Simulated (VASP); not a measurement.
# CdS (I-4m2) in VASP: notebook

The runs below take CdS through single point, with PBEsol.

All numbers are computed with VASP 6.6.1; they aren't measurements. Logs are shortened: lines on timing, memory, paths and dates and some standing lists are left out, and cuts for length are marked.

### 1 The cell of the first run

The structure is tetragonal, space group I-4m2 (No. 119). Conventional cell: a = 4.037 Å, b = 4.037 Å, c = 5.886 Å, α = 90.00°, β = 90.00°, γ = 90.00°. Cd (site symmetry -4m2) has 4 S at 2.50 Å within 3.3 Å. S (site symmetry -4m2) has 4 Cd at 2.50 Å within 3.3 Å.

### 2 Single point, PBEsol (equal xx and yy strain of -3 %)

The input, INCAR:

```
SYSTEM = CdS
ALGO = Normal ; EDIFF = 1E-6
ENCUT = 520 ; GGA = PS
ISIF = 2 ; ISMEAR = -1
LASPH = .True. ; LCHARG = .False.
LREAL = .False. ; LWAVE = .False.
NBANDS = 16 ; NELM = 80
PREC = Accurate ; SIGMA = 0.02
```

The input, KPOINTS:

```
k-points
0
Gamma
  7 7 7
  0 0 0
```

The input, POSCAR:

```
CdS
1.0
    0.0000000000      2.8546648610      2.9429534649
    2.8546648610      0.0000000000      2.9429534649
    2.8546648610      2.8546648610      0.0000000000
Cd S
1 1
Direct
    0.0000000000      0.0000000000      0.0000000000
    0.7500000000      0.7500000000      0.7500000000
```

Potentials or basis: VASP PAW PBE potentials, release 64 (Cd, S).

The run is started by

```bash
$ cat potpaw_PBE.64/Cd/POTCAR potpaw_PBE.64/S/POTCAR > POTCAR
$ mpirun -np 1 vasp_std > vasp.out
```

OUTCAR:

```text
SYSTEM = CdS
   EDIFF = 1E-6
   ENCUT = 520
   GGA = PS
   ISIF = 2
   ISMEAR = -1
   LASPH = .True.
   LREAL = .False.
   NELM = 80
   PREC = Accurate

 ion  position               nearest neighbor table
   1  0.000  0.000  0.000-   2 2.50   2 2.50   2 2.50   2 2.50
   2  0.750  0.750  0.750-   1 2.50   1 2.50   1 2.50   1 2.50

  LATTYP: Found a body centered tetragonal cell.
 ALAT       =     4.0371057625
 C/A-ratio  =     1.4579521261

  Lattice vectors:

 A1 = (  -2.8546648610,   0.0000000000,   2.9429534649)
 A2 = (   2.8546648610,   0.0000000000,   2.9429534649)
 A3 = (   0.0000000000,   2.8546648610,  -2.9429534649)

Analysis of symmetry for initial positions (statically):
=====================================================================
 Subroutine PRICEL returns:
 Original cell was already a primitive cell.

 Routine SETGRP: Setting up the symmetry group for a
 body centered tetragonal supercell.

 Subroutine GETGRP returns: Found  8 space group operations
 (whereof  8 operations were pure point group operations)
 out of a pool of 16 trial point group operations.

The static configuration has the point symmetry D_2d.

Analysis of symmetry for dynamics (positions and initial velocities):
=====================================================================
 Subroutine PRICEL returns:
 Original cell was already a primitive cell.

 Routine SETGRP: Setting up the symmetry group for a
 body centered tetragonal supercell.

 Subroutine GETGRP returns: Found  8 space group operations
 (whereof  8 operations were pure point group operations)
 out of a pool of 16 trial point group operations.

The dynamic configuration has the point symmetry D_2d.

 Subroutine INISYM returns: Found  8 space group operations
 (whereof  8 operations are pure point group operations),
 and found     1 'primitive' translations

----------------------------------------------------------------------------------------

                                     Primitive cell

  volume of cell :      47.9649

  direct lattice vectors                    reciprocal lattice vectors
     0.000000000  2.854664861  2.942953465    -0.175151909  0.175151909  0.169897352
     2.854664861  0.000000000  2.942953465     0.175151909 -0.175151909  0.169897352
     2.854664861  2.854664861  0.000000000     0.175151909  0.175151909 -0.169897352

  length of vectors
     4.100010557  4.100010557  4.037105762     0.300368927  0.300368927  0.300368927

  position of ions in fractional coordinates (direct lattice)
     0.000000000  0.000000000  0.000000000
     0.750000000  0.750000000  0.750000000

  ion indices of the primitive-cell ions
   primitive index   ion index
                 1           1
                 2           2

----------------------------------------------------------------------------------------

 KPOINTS: k-points

Automatic generation of k-mesh.
 Grid dimensions read from file:
 generate k-points for:    7    7    7

 Generating k-lattice:

  Cartesian coordinates                     Fractional coordinates (reciprocal lattice)
    -0.025021701  0.025021701  0.024271050     0.142857143  0.000000000  0.000000000
     0.025021701 -0.025021701  0.024271050     0.000000000  0.142857143  0.000000000
     0.025021701  0.025021701 -0.024271050    -0.000000000 -0.000000000  0.142857143

  Length of vectors
     0.042909847  0.042909847  0.042909847

  Shift w.r.t. Gamma in fractional coordinates (k-lattice)
     0.000000000  0.000000000  0.000000000

 Subroutine IBZKPT returns following result:
 ===========================================

 Found     40 irreducible k-points:

 Following reciprocal coordinates:
            Coordinates               Weight
  0.000000  0.000000  0.000000      1.000000
  0.142857 -0.000000  0.000000      8.000000
  0.285714  0.000000  0.000000      8.000000
  0.428571 -0.000000  0.000000      8.000000
  0.142857  0.142857  0.000000      2.000000
  0.285714  0.142857  0.000000      8.000000
[... 16 lines left out ...]
  0.428571  0.285714  0.142857      8.000000
 -0.428571  0.285714  0.142857     16.000000
 [... further k-points ...]
   k-points           NKPTS =     40   k-points in BZ     NKDIM =     40   number of bands    NBANDS=     16
   number of dos      NEDOS =    301   number of ions     NIONS =      2
   total plane-waves  NPLWV =  27000
   dimension x,y,z NGX =    30 NGY =   30 NGZ =   30
   dimension x,y,z NGXF=    60 NGYF=   60 NGZF=   60
   ions per type =               1   1
   NGX,Y,Z   is equivalent  to a cutoff of  12.16, 12.16, 12.35 a.u.
   NGXF,Y,Z  is equivalent  to a cutoff of  24.33, 24.33, 24.71 a.u.
 SYSTEM =  CdS
   PREC   = accura    normal or accurate (medium, high low for compatibility)
   ISTART =      0    job   : 0-new  1-cont  2-samecut
   ICHARG =      2    charge: 1-file 2-atom 10-const
   ISPIN  =      1    spin polarized calculation?
   LNONCOLLINEAR =      F non collinear calculations
   LSORBIT =      F    spin-orbit coupling
   LASPH  =      T    aspherical Exc in radial PAW
   ENCUT  =  520.0 eV  38.22 Ry    6.18 a.u.   7.62  7.62  7.51*2*pi/ulx,y,z
   NELM   =     80;   NELMIN=  2; NELMDL= -5     # of ELM steps
   EDIFF  = 0.1E-05   stopping-criterion for ELM
   LREAL  =      F    real-space projection
   EDIFFG = 0.1E-04   stopping-criterion for IOM
   NSW    =      0    number of steps for IOM
   IBRION =     -1    ionic relax: 0-MD 1-quasi-New 2-CG
   NFREE  =      0    steps in history (QN), initial steepest desc. (CG)
   ISIF   =      2    stress and relaxation
   ISYM   =      2    0-nonsym 1-usesym 2-fastsym
   POTIM  = 0.5000    time-step for ionic-motion
   TEBEG  =    0.0;   TEEND  =   0.0 temperature during run
   PSTRESS=    0.0 pullay stress
   NELECT =      18.0000    total number of electrons
   NUPDOWN=      -1.0000    fix difference up-down
   EMIN   =  10.00;   EMAX   =-10.00  energy-range for DOS
   EFERMI =   0.00;   METHOD = LEGACY
   ISMEAR =    -1;   SIGMA  =   0.02  broadening in eV -4-tet -1-fermi 0-gaus
   EFERMI_NEDOS =   21; number of points for ismear=-14 and -15
   IALGO  =     38    algorithm
   IMIX   =      4    mixing-type and parameters
     AMIX     =   0.40;   BMIX     =  1.00
     AMIX_MAG =   1.60;   BMIX_MAG =  1.00
  volume/ion in A,a.u.               =      23.98       161.84
  Fermi-wavevector in a.u.,A,eV,Ry     =   1.180840  2.231464 18.971739  1.394383
  Thomas-Fermi vector in A             =   2.317125
   LORBIT       =      0    0 simple, 1 ext, 2 COOP (PROOUT), +10 PAW based schemes
   GGA     = PS    functional components
   LHFCALC =     F    Hartree Fock is set to
   AEXX    =    0.0000 exact exchange contribution
   IVDW    =     0    specifies the selected vdW correction
   LEPSILON=     F    determine dielectric tensor
   LRPA    =     F    only Hartree local field effects (RPA)
 non-spin polarized calculation
  energy-cutoff  :      520.00
  volume of cell :       47.96
 maximum number of plane-waves:      1315
   NGX = 15   NGY = 15   NGZ = 15

 number of electron      18.0000007 magnetization

 Free energy of the ion-electron system (eV)
  ---------------------------------------------------
  ext. energy  EPLUGINS =         0.00000000
  ---------------------------------------------------
  free energy    TOTEN  =        -6.79844970 eV

  energy without entropy =       -6.79844970  energy(sigma->0) =       -6.79844970

 E-fermi :   2.0053     XC(G=0):  -9.5388

 val. band max:        1.5427876291   @ k =   0.0000   0.0000   0.0000
 cond. band min:       2.5854977694   @ k =   0.0000   0.0000   0.0000
 fundamental gap:      1.0427101404
 Fermi energy:         2.0053369042

 k-point     1 :       0.0000    0.0000    0.0000
  band No.  band energies     occupation
      1     -11.0888      2.00000
      2      -6.3660      2.00000
      3      -6.3459      2.00000
      4      -6.3459      2.00000
      5      -5.8259      2.00000
      6      -5.8100      2.00000
[... 8 lines left out ...]
     15      12.9489      0.00000
     16      13.2235      0.00000

 k-point     2 :       0.1429   -0.0000    0.0000
  band No.  band energies     occupation
      1     -11.0004      2.00000
      2      -6.3297      2.00000
      3      -6.3139      2.00000
      4      -6.2803      2.00000
      5      -5.8252      2.00000
      6      -5.8133      2.00000
[... 8 lines left out ...]
     15      12.4131      0.00000
     16      13.4063      0.00000

 k-point     3 :       0.2857    0.0000    0.0000
  band No.  band energies     occupation
      1     -10.7999      2.00000
      2      -6.2688      2.00000
      3      -6.2507      2.00000
      4      -6.0088      2.00000
      5      -5.8082      2.00000
      6      -5.8076      2.00000
[... 8 lines left out ...]
     15      12.2931      0.00000
     16      12.6146      0.00000

 k-point     4 :       0.4286   -0.0000    0.0000
  band No.  band energies     occupation
      1     -10.6392      2.00000
      2      -6.2357      2.00000
      3      -6.2130      2.00000
      4      -5.7869      2.00000
      5      -5.7775      2.00000
      6      -5.5279      2.00000
[... 8 lines left out ...]
     15      13.5378      0.00000
     16      13.6679      0.00000
[... 324 lines left out ...]
 k-point    22 :      -0.1429    0.0000    0.1429
  band No.  band energies     occupation
      1     -10.8760      2.00000
      2      -6.2887      2.00000
      3      -6.2527      2.00000
      4      -6.1603      2.00000
      5      -5.8401      2.00000
      6      -5.7943      2.00000
[... 8 lines left out ...]
     15      12.4910      0.00000
     16      14.7830      0.00000

 k-point    23 :       0.4286    0.2857    0.1429
  band No.  band energies     occupation
      1     -10.6674      2.00000
      2      -6.1872      2.00000
      3      -6.1608      2.00000
      4      -5.9584      2.00000
      5      -5.7931      2.00000
      6      -5.7081      2.00000
[... 8 lines left out ...]
     15      14.0664      0.00000
     16      15.4838      0.00000

 k-point    24 :      -0.4286    0.2857    0.1429
  band No.  band energies     occupation
      1     -10.5488      2.00000
      2      -6.1645      2.00000
      3      -6.1164      2.00000
      4      -5.8695      2.00000
      5      -5.7898      2.00000
      6      -5.3526      2.00000
[... 8 lines left out ...]
     15      13.7429      0.00000
     16      14.9593      0.00000

 [... further k-points ...]

------------------------ aborting loop because EDIFF is reached ----------------------------------------

  FORCE on cell =-STRESS in cart. coord.  units (eV):
  Direction    XX          YY          ZZ          XY          YZ          ZX
  --------------------------------------------------------------------------------------
  -------------------------------------------------------------------------------------
  Total        0.7581079      0.7581079      0.5924345      0.0000000      0.0000000     -0.0000000
  in kB       25.3231630     25.3231630     19.7891559      0.0000000      0.0000000     -0.0000000
  external PRESSURE =      23.4784939 kB  Pullay stress =       0.0000000 kB

 VOLUME and BASIS-vectors are now :
 -----------------------------------------------------------------------------
  energy-cutoff  :      520.00
  volume of cell :       47.96
      direct lattice vectors                 reciprocal lattice vectors
     0.000000000  2.854664861  2.942953465    -0.175151909  0.175151909  0.169897352
     2.854664861  0.000000000  2.942953465     0.175151909 -0.175151909  0.169897352
     2.854664861  2.854664861  0.000000000     0.175151909  0.175151909 -0.169897352

 POSITION                                       TOTAL-FORCE (eV/Angst)
 -----------------------------------------------------------------------------------
      0.00000      0.00000      0.00000         0.000000      0.000000     -0.000000
      4.28200      4.28200      4.41443        -0.000000     -0.000000      0.000000
 -----------------------------------------------------------------------------------
    total drift:                                0.000001      0.000001      0.000001

  FREE ENERGIE OF THE ION-ELECTRON SYSTEM (eV)
  ---------------------------------------------------
  free  energy   TOTEN  =        -6.7984497049 eV

  energy  without entropy=       -6.7984497049  energy(sigma->0) =       -6.79844970
```

Run time: 17 s. Hardware: 1 thread of AMD EPYC 9R45 (Zen 5), shared host; peak memory 0.15 GiB.

Results:

```yaml
Free_energy: -6.7984 eV
Pressure: 2.3 GPa
Band_gap_on_the_k_mesh: 1.04 eV, direct
```

Caveat: the cell differs from its parent crystal (equal xx and yy strain of -3 %); the PAW data sets were made with another functional, which shifts forces and pressure a little.

### 3 Single point, PBEsol (equal xx and yy strain of -2 %)

The input, INCAR:

```
  ALGO = Normal
  EDIFF = 1E-7
  ENCUT = 520
  GGA = PS
  ISIF = 2
  ISMEAR = -1
  LASPH = True
  LCHARG = False
  LREAL = False
  LWAVE = False
  NBANDS = 16
  NELM = 100
  PREC = Accurate
  SIGMA = 0.02
```

The input, KPOINTS:

```
k-points
0
Gamma
  7 7 7
```

The input, POSCAR:

```
CdS
1.0
    0.0000000000      2.8840943956      2.9429534649
    2.8840943956      0.0000000000      2.9429534649
    2.8840943956      2.8840943956      0.0000000000
Cd S
1 1
Direct
    0.0000000000      0.0000000000      0.0000000000
    0.7500000000      0.7500000000      0.7500000000
```

Potentials or basis: VASP PAW PBE potentials, release 64 (Cd, S).

The run is started by

```bash
$ cat potpaw_PBE.64/Cd/POTCAR potpaw_PBE.64/S/POTCAR > POTCAR
$ mpirun -np 1 vasp_std > vasp.out
```

OUTCAR:

```text
EDIFF = 1E-7
   ENCUT = 520
   GGA = PS
   ISIF = 2
   ISMEAR = -1
   LASPH = True
   LREAL = False
   NELM = 100
   PREC = Accurate

 ion  position               nearest neighbor table
   1  0.000  0.000  0.000-   2 2.51   2 2.51   2 2.51   2 2.51
   2  0.750  0.750  0.750-   1 2.51   1 2.51   1 2.51   1 2.51

  LATTYP: Found a body centered tetragonal cell.
 ALAT       =     4.0787254094
 C/A-ratio  =     1.4430750636

  Lattice vectors:

[... 639 lines left out ...]

 [... further k-points ...]

------------------------ aborting loop because EDIFF is reached ----------------------------------------

  FORCE on cell =-STRESS in cart. coord.  units (eV):
  Direction    XX          YY          ZZ          XY          YZ          ZX
  --------------------------------------------------------------------------------------
  -------------------------------------------------------------------------------------
  Total        0.3329872      0.3329872      0.2142184      0.0000000      0.0000000      0.0000000
  in kB       10.8969709     10.8969709      7.0102759      0.0000000      0.0000000      0.0000000
  external PRESSURE =       9.6014059 kB  Pullay stress =       0.0000000 kB

 VOLUME and BASIS-vectors are now :
 -----------------------------------------------------------------------------
  energy-cutoff  :      520.00
  volume of cell :       48.96
      direct lattice vectors                 reciprocal lattice vectors
     0.000000000  2.884094396  2.942953465    -0.173364645  0.173364645  0.169897352
     2.884094396  0.000000000  2.942953465     0.173364645 -0.173364645  0.169897352
     2.884094396  2.884094396  0.000000000     0.173364645  0.173364645 -0.169897352

 POSITION                                       TOTAL-FORCE (eV/Angst)
 -----------------------------------------------------------------------------------
      0.00000      0.00000      0.00000        -0.000000     -0.000000      0.000000
      4.32614      4.32614      4.41443         0.000000      0.000000     -0.000000
 -----------------------------------------------------------------------------------
    total drift:                               -0.000001     -0.000001      0.000002

  FREE ENERGIE OF THE ION-ELECTRON SYSTEM (eV)
  ---------------------------------------------------
  free  energy   TOTEN  =        -6.8097805871 eV

  energy  without entropy=       -6.8097805871  energy(sigma->0) =       -6.80978059
```

OSZICAR:

```text
N       E                     dE             d eps       ncg     rms          rms(c)
DAV:   1     0.109405356338E+03    0.10941E+03   -0.90929E+03  1304   0.103E+03
DAV:   2    -0.305817595697E+01   -0.11246E+03   -0.10561E+03  1536   0.255E+02
DAV:   3    -0.728395144864E+01   -0.42258E+01   -0.42165E+01  1608   0.516E+01
DAV:   4    -0.730892094547E+01   -0.24969E-01   -0.24967E-01  1632   0.388E+00
DAV:   5    -0.730924476110E+01   -0.32382E-03   -0.32381E-03  1608   0.416E-01    0.803E+00
DAV:   6    -0.683266129227E+01    0.47658E+00   -0.78426E-01  1928   0.123E+01    0.644E+00
DAV:   7    -0.681226427808E+01    0.20397E-01   -0.16777E-01  1744   0.291E+00    0.304E+00
DAV:   8    -0.680995667500E+01    0.23076E-02   -0.17391E-02  1512   0.167E+00    0.260E-01
DAV:   9    -0.680970789462E+01    0.24878E-03   -0.20530E-03  1616   0.696E-01    0.520E-02
DAV:  10    -0.680974227422E+01   -0.34380E-04   -0.19671E-04  1608   0.166E-01    0.573E-02
DAV:  11    -0.680978449667E+01   -0.42222E-04   -0.72449E-05  1656   0.782E-02    0.215E-02
DAV:  12    -0.680978017996E+01    0.43167E-05   -0.15603E-05  1640   0.504E-02    0.846E-03
DAV:  13    -0.680978082883E+01   -0.64887E-06   -0.25389E-06  1576   0.905E-03    0.653E-03
DAV:  14    -0.680978061386E+01    0.21497E-06   -0.24369E-07  1720   0.340E-03    0.288E-03
DAV:  15    -0.680978058711E+01    0.26746E-07   -0.33147E-08   944   0.113E-03
   1 F= -.68097806E+01 E0= -.68097806E+01  d E =-.489753E-12
```

It took 22 s on 1 thread of AMD EPYC 9R45 (Zen 5), shared host; peak memory 0.16 GiB.

Results:

```yaml
Free_energy: -6.8098 eV
Pressure: 1.0 GPa
Band_gap_on_the_k_mesh: 1.01 eV, direct
```

Caveat: the cell differs from its parent crystal (equal xx and yy strain of -2 %); the PAW data sets were made with another functional, which shifts forces and pressure a little.

### 4 Single point, PBEsol (equal xx and yy strain of -1 %)

The input, INCAR:

```
ALGO     = Normal         # electronic algorithm
EDIFF    = 1E-6           # SCF threshold, eV
ENCUT    = 520            # plane-wave cutoff, eV
GGA      = PS             # functional
ISIF     = 2              # what is computed and relaxed
ISMEAR   = -1             # smearing method
LASPH    = T              # aspherical terms in the spheres
LCHARG   = T              # write CHGCAR
LELF     = T              # ELF
LREAL    = F              # projectors in reciprocal space
LVHAR    = T            
LWAVE    = F              # write WAVECAR
NBANDS   = 16             # bands
NELM     = 80             # most SCF steps
PREC     = Accurate       # precision mode
SIGMA    = 0.02           # smearing width, eV
```

KPOINTS is that of step 3.

The input, POSCAR:

```
CdS
1.0
    0.0000000000      2.9135239302      2.9429534649
    2.9135239302      0.0000000000      2.9429534649
    2.9135239302      2.9135239302      0.0000000000
Cd S
1 1
Direct
    0.0000000000      0.0000000000      0.0000000000
    0.7500000000      0.7500000000      0.7500000000
```

The run is started by

```bash
$ cat potpaw_PBE.64/Cd/POTCAR potpaw_PBE.64/S/POTCAR > POTCAR
$ mpirun -np 1 vasp_std > vasp.out
```

Run time: 21 s. Hardware: 1 thread of AMD EPYC 9R45 (Zen 5), shared host; peak memory 0.16 GiB.

Results (log left out):

- Free energy: -6.8125 eV
- Pressure: -0.3 GPa
- Band gap on the k mesh: 0.98 eV, direct

Stress tensor (GPa, compression positive):
```
-0.24  0.00  0.00
 0.00 -0.24  0.00
 0.00  0.00 -0.44
```

Levels at points of the mesh, in eV from the valence-band top:
| k point | band 5 | band 6 | band 7 | band 8 | band 9 | band 10 | band 11 | band 12 | band 13 | band 14 |
| --- | --- | --- | --- | --- | --- | --- | --- | --- | --- | --- |
| (0.00, 0.00, 0.00) | -7.24 | -7.23 | -0.03 | 0.00 | 0.00 | 0.98 | 6.43 | 6.44 | 6.44 | 11.15 |

Caveat: the cell differs from its parent crystal (equal xx and yy strain of -1 %); the PAW data sets were made with another functional, which shifts forces and pressure a little.

(Part 1 of 2 ends here.)
